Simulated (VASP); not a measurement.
# Al2Cu (Fmmm) in VASP: relaxation of cell and atoms with PBE

Aim: the relaxation of cell and atoms of Al2Cu with PBE.

Everything below comes from runs of VASP 6.6.1. Logs are shortened: lines on timing, memory, paths and dates and some standing lists are left out, and cuts for length are marked.

**1. The cell of the first run**

The structure is orthorhombic, space group Fmmm (No. 69). The conventional cell has a = 3.084 Å, b = 4.362 Å, c = 13.086 Å, α = 90.00°, β = 90.00°, γ = 90.00°. Al (site symmetry mm2) has 10 Al at 2.67 to 3.08 Å and 4 Cu at 2.67 to 3.08 Å within 3.5 Å. Cu (site symmetry mmm) has 6 Cu at 2.67 to 3.08 Å and 8 Al at 2.67 to 3.08 Å within 3.5 Å.

**2. Relaxation of cell and atoms, PBE**

File INCAR:

```
ALGO = Normal
EDIFF = 1E-7
EDIFFG = -0.04
ENCUT = 820
GGA = PE
GGA_COMPAT = False
IBRION = 2
ISIF = 3
ISMEAR = 0
LASPH = True
LCHARG = False
LREAL = False
LWAVE = False
NELM = 120
NELMIN = 4
NSW = 90
PREC = Accurate
SIGMA = 0.1
```

File KPOINTS:

```
k-points
0
Gamma
  8 8 8
```

File POSCAR:

```
Al2Cu
1.0
    0.0000000000      2.1810225500      6.5430676500
    1.5422158300      0.0000000000      6.5430676500
    1.5422158300      2.1810225500      0.0000000000
Al Cu
2 1
Direct
    0.8333333300      0.8333333300      0.1666666700
    0.1666666700      0.1666666700      0.8333333300
    0.5000000000      0.5000000000      0.5000000000
```

Potentials or basis: VASP PAW PBE potentials, release 64 (Al, Cu_sv_GW).

Run with:

```sh
cat potpaw_PBE.64/Al/POTCAR potpaw_PBE.64/Cu_sv_GW/POTCAR > POTCAR
mpirun -np 1 vasp_std > vasp.out
```

OUTCAR:

```text
EDIFF = 1E-7
   EDIFFG = -0.04
   ENCUT = 820
   GGA = PE
   IBRION = 2
   ISIF = 3
   ISMEAR = 0
   LASPH = True
   LREAL = False
   NELM = 120
   NELMIN = 4
   NSW = 90
   PREC = Accurate

 ion  position               nearest neighbor table
   1  0.833  0.833  0.167-   2 2.67   2 2.67   3 2.67   3 2.67   2 3.08   2 3.08
   2  0.167  0.167  0.833-   1 2.67   1 2.67   3 2.67   3 2.67   1 3.08   1 3.08
   3  0.500  0.500  0.500-   2 2.67   2 2.67   1 2.67   1 2.67

  LATTYP: Found a face centered orthorhombic cell.
 ALAT       =     3.0844316600
 B/A-ratio  =     1.4142135670
 C/A-ratio  =     4.2426407009

  Lattice vectors:

 A1 = (   0.0000000000,   2.1810225500,   6.5430676500)
 A2 = (   1.5422158300,   0.0000000000,   6.5430676500)
 A3 = (   1.5422158300,   2.1810225500,   0.0000000000)

Analysis of symmetry for initial positions (statically):
=====================================================================
 Subroutine PRICEL returns:
 Original cell was already a primitive cell.

 Routine SETGRP: Setting up the symmetry group for a
 face centered orthorhombic supercell.

 Subroutine GETGRP returns: Found  8 space group operations
 (whereof  8 operations were pure point group operations)
 out of a pool of  8 trial point group operations.

The static configuration has the point symmetry D_2h.

Analysis of symmetry for dynamics (positions and initial velocities):
=====================================================================
 Subroutine PRICEL returns:
 Original cell was already a primitive cell.

 Routine SETGRP: Setting up the symmetry group for a
 face centered orthorhombic supercell.

 Subroutine GETGRP returns: Found  8 space group operations
 (whereof  8 operations were pure point group operations)
 out of a pool of  8 trial point group operations.

The dynamic configuration has the point symmetry D_2h.

 Subroutine INISYM returns: Found  8 space group operations
 (whereof  8 operations are pure point group operations),
 and found     1 'primitive' translations

----------------------------------------------------------------------------------------

                                     Primitive cell

  volume of cell :      44.0166

  direct lattice vectors                    reciprocal lattice vectors
     0.000000000  2.181022550  6.543067650    -0.324208837  0.229250266  0.076416755
     1.542215830  0.000000000  6.543067650     0.324208837 -0.229250266  0.076416755
     1.542215830  2.181022550  0.000000000     0.324208837  0.229250266 -0.076416755

  length of vectors
     6.896998886  6.722362973  2.671196180     0.404359462  0.404359462  0.404359462

  position of ions in fractional coordinates (direct lattice)
     0.833333330  0.833333330  0.166666670
     0.166666670  0.166666670  0.833333330
     0.500000000  0.500000000  0.500000000

  ion indices of the primitive-cell ions
   primitive index   ion index
                 1           1
                 2           2
                 3           3

----------------------------------------------------------------------------------------

 KPOINTS: k-points

Automatic generation of k-mesh.
 Grid dimensions read from file:
 generate k-points for:    8    8    8

 Generating k-lattice:

  Cartesian coordinates                     Fractional coordinates (reciprocal lattice)
    -0.040526105  0.028656283  0.009552094     0.125000000  0.000000000  0.000000000
     0.040526105 -0.028656283  0.009552094     0.000000000  0.125000000  0.000000000
     0.040526105  0.028656283 -0.009552094     0.000000000  0.000000000  0.125000000

  Length of vectors
     0.050544933  0.050544933  0.050544933

  Shift w.r.t. Gamma in fractional coordinates (k-lattice)
     0.000000000  0.000000000  0.000000000

 Subroutine IBZKPT returns following result:
 ===========================================

 Found     95 irreducible k-points:

 Following reciprocal coordinates:
            Coordinates               Weight
  0.000000  0.000000  0.000000      1.000000
  0.125000  0.000000  0.000000      8.000000
  0.250000  0.000000  0.000000      8.000000
  0.375000  0.000000  0.000000      8.000000
  0.500000  0.000000  0.000000      4.000000
  0.125000  0.125000  0.000000      2.000000
[... 16 lines left out ...]
  0.250000  0.000000  0.125000      8.000000
  0.375000  0.000000  0.125000      8.000000
 [... further k-points ...]
   k-points           NKPTS =     95   k-points in BZ     NKDIM =     95   number of bands    NBANDS=     16
   number of dos      NEDOS =    301   number of ions     NIONS =      3
   total plane-waves  NPLWV = 114688
   dimension x,y,z NGX =    64 NGY =   64 NGZ =   28
   dimension x,y,z NGXF=   128 NGYF=  128 NGZF=   56
   ions per type =               2   1
   NGX,Y,Z   is equivalent  to a cutoff of  15.43, 15.83, 17.43 a.u.
   NGXF,Y,Z  is equivalent  to a cutoff of  30.85, 31.65, 34.85 a.u.
 SYSTEM =  unknown system
   PREC   = accura    normal or accurate (medium, high low for compatibility)
   ISTART =      0    job   : 0-new  1-cont  2-samecut
   ICHARG =      2    charge: 1-file 2-atom 10-const
   ISPIN  =      1    spin polarized calculation?
   LNONCOLLINEAR =      F non collinear calculations
   LSORBIT =      F    spin-orbit coupling
   LASPH  =      T    aspherical Exc in radial PAW
   ENCUT  =  820.0 eV  60.27 Ry    7.76 a.u.  16.10 15.70  6.24*2*pi/ulx,y,z
   NELM   =    120;   NELMIN=  4; NELMDL= -5     # of ELM steps
   EDIFF  = 0.1E-06   stopping-criterion for ELM
   LREAL  =      F    real-space projection
   EDIFFG = -.4E-01   stopping-criterion for IOM
   NSW    =     90    number of steps for IOM
   IBRION =      2    ionic relax: 0-MD 1-quasi-New 2-CG
   NFREE  =      1    steps in history (QN), initial steepest desc. (CG)
   ISIF   =      3    stress and relaxation
   ISYM   =      2    0-nonsym 1-usesym 2-fastsym
   POTIM  = 0.5000    time-step for ionic-motion
   TEBEG  =    0.0;   TEEND  =   0.0 temperature during run
   PSTRESS=    0.0 pullay stress
   NELECT =      25.0000    total number of electrons
   NUPDOWN=      -1.0000    fix difference up-down
   EMIN   =  10.00;   EMAX   =-10.00  energy-range for DOS
   EFERMI =   0.00;   METHOD = LEGACY
   ISMEAR =     0;   SIGMA  =   0.10  broadening in eV -4-tet -1-fermi 0-gaus
   EFERMI_NEDOS =   21; number of points for ismear=-14 and -15
   IALGO  =     38    algorithm
   IMIX   =      4    mixing-type and parameters
     AMIX     =   0.40;   BMIX     =  1.00
     AMIX_MAG =   1.60;   BMIX_MAG =  1.00
  volume/ion in A,a.u.               =      14.67        99.01
  Fermi-wavevector in a.u.,A,eV,Ry     =   1.355759  2.562014 25.008642  1.838083
  Thomas-Fermi vector in A             =   2.482820
   LORBIT       =      0    0 simple, 1 ext, 2 COOP (PROOUT), +10 PAW based schemes
   GGA     = PE    functional components
   LHFCALC =     F    Hartree Fock is set to
   AEXX    =    0.0000 exact exchange contribution
   IVDW    =     0    specifies the selected vdW correction
   LEPSILON=     F    determine dielectric tensor
   LRPA    =     F    only Hartree local field effects (RPA)
 conjugate gradient relaxation of ions
 non-spin polarized calculation
 Gauss-broadening in eV      SIGMA  =   0.10
  energy-cutoff  :      820.00
  volume of cell :       44.02
 maximum number of plane-waves:      2370
   NGX = 33   NGY = 31   NGZ = 13

--------------------------------------- Ionic step        1  -------------------------------------------

 number of electron      25.0000004 magnetization

 Free energy of the ion-electron system (eV)
  ---------------------------------------------------
  ext. energy  EPLUGINS =         0.00000000
  ---------------------------------------------------
  free energy    TOTEN  =       -11.03934135 eV

  energy without entropy =      -11.03336308  energy(sigma->0) =      -11.03635222

------------------------ aborting loop because EDIFF is reached ----------------------------------------

  FORCE on cell =-STRESS in cart. coord.  units (eV):
  Direction    XX          YY          ZZ          XY          YZ          ZX
  --------------------------------------------------------------------------------------
  -------------------------------------------------------------------------------------
  Total        0.1553678      0.7359128     -0.0339054     -0.0000000      0.0000000      0.0000000
  in kB        5.6552896     26.7867638     -1.2341364     -0.0000000      0.0000000      0.0000000
  external PRESSURE =      10.4026390 kB  Pullay stress =       0.0000000 kB
[... 170 lines left out ...]
  energy  without entropy=      -11.1426322391  energy(sigma->0) =      -11.14644689

--------------------------------------- Ionic step        6  -------------------------------------------

 number of electron      24.9999999 magnetization

 Free energy of the ion-electron system (eV)
  ---------------------------------------------------
  ext. energy  EPLUGINS =         0.00000000
  ---------------------------------------------------
  free energy    TOTEN  =       -11.15312075 eV

  energy without entropy =      -11.14520631  energy(sigma->0) =      -11.14916353

 E-fermi :   8.1284     XC(G=0): -11.0478

 val. band max:        8.1248790002   @ k =   0.5000  -0.2500   0.2500
 cond. band min:       8.1443065030   @ k =  -0.1250   0.2500   0.2500
 fundamental gap:      0.0194275028
 Fermi energy:         8.1283547499

 k-point     1 :       0.0000    0.0000    0.0000
  band No.  band energies     occupation
      1    -105.1107      2.00000
      2     -62.5737      2.00000
      3     -62.4617      2.00000
      4     -62.3854      2.00000
      5      -2.8965      2.00000
      6       0.2172      2.00000
[... 8 lines left out ...]
     15      17.9745      0.00000
     16      18.5542      0.00000
[... 420 lines left out ...]
  band No.  band energies     occupation
      1    -105.1088      2.00000
      2     -62.5713      2.00000
      3     -62.4731      2.00000
      4     -62.4015      2.00000
      5      -0.0660      2.00000
      6       2.1860      2.00000
[... 8 lines left out ...]
     15      12.3632      0.00000
     16      14.0158      0.00000

 [... further k-points ...]

------------------------ aborting loop because EDIFF is reached ----------------------------------------

  FORCE on cell =-STRESS in cart. coord.  units (eV):
  Direction    XX          YY          ZZ          XY          YZ          ZX
  --------------------------------------------------------------------------------------
  -------------------------------------------------------------------------------------
  Total       -0.0615523      0.0104414     -0.0205314     -0.0000000      0.0000000      0.0000000
  in kB       -2.2072700      0.3744284     -0.7362563     -0.0000000      0.0000000      0.0000000
  external PRESSURE =      -0.8563660 kB  Pullay stress =       0.0000000 kB
[... 18 lines left out ...]
  FREE ENERGIE OF THE ION-ELECTRON SYSTEM (eV)
  ---------------------------------------------------
  free  energy   TOTEN  =       -11.1531207488 eV

  energy  without entropy=      -11.1452063071  energy(sigma->0) =      -11.14916353

 reached required accuracy - stopping structural energy minimisation
```

Run time: 17 min. Hardware: 1 thread of AMD EPYC 9R45 (Zen 5), shared host; peak memory 0.47 GiB.

What came out:

```
Free energy                           : -11.1531 eV
Relaxed volume                        : 14.89 Å³/atom
Relaxed cell                          : a = 6.862 Å, b = 6.669 Å, c = 2.714 Å, α = 82.46°, β = 74.45°, γ = 23.08°
Space group after relaxing (to 0.1 Å) : Fmmm (No. 69)
Energy gained by relaxing             : 37.9 meV/atom
Ionic steps                           : 6
Pressure after relaxing               : -0.1 GPa
Largest force after relaxing          : 0.021 eV/Å
Band gap on the k mesh                : zero (an odd number of electrons rules out a gap without spin polarisation)
```

Forces on the atoms (eV/Å):
```
Al   0.000  0.000 -0.021
Al   0.000  0.000  0.021
Cu   0.000  0.000  0.000
```

Step by step:
```tsv
step	energy change (eV)	largest force (eV/Å)	pressure (GPa)	volume (Å³)
1	0.0000	0.9774	1.04	44.02
2	-0.0747	0.5134	-0.51	44.62
3	-0.1078	0.1249	-1.69	45.37
4	-0.1084	0.0671	-1.92	45.48
5	-0.1109	0.0965	1.31	44.09
6	-0.1138	0.0214	-0.09	44.68
```

Final structure:
```
CELL_PARAMETERS angstrom
0.00000 2.23415 6.48849
1.54103 0.00000 6.48849
1.54103 2.23415 0.00000
ATOMIC_POSITIONS crystal
Al 0.84258 0.84258 0.15742
Al 0.15742 0.15742 0.84258
Cu 0.50000 0.50000 0.50000
```

Levels at points of the mesh, in eV from the Fermi level:
```tsv
k point	band 10	band 11	band 12	band 13	band 14	band 15
(0.00, 0.00, 0.00)	-3.23	-3.02	-2.90	2.54	4.27	9.85
(0.50, 0.00, 0.00)	-3.10	-2.94	-2.69	-1.12	0.07	1.69
(0.50, 0.50, 0.00)	-3.23	-3.03	-2.90	-1.32	9.63	9.85
(0.50, 0.00, 0.50)	-2.40	-1.93	-0.21	-0.06	0.48	1.67
(0.00, 0.50, 0.50)	-2.72	-2.50	-2.40	-0.02	3.08	3.22
```
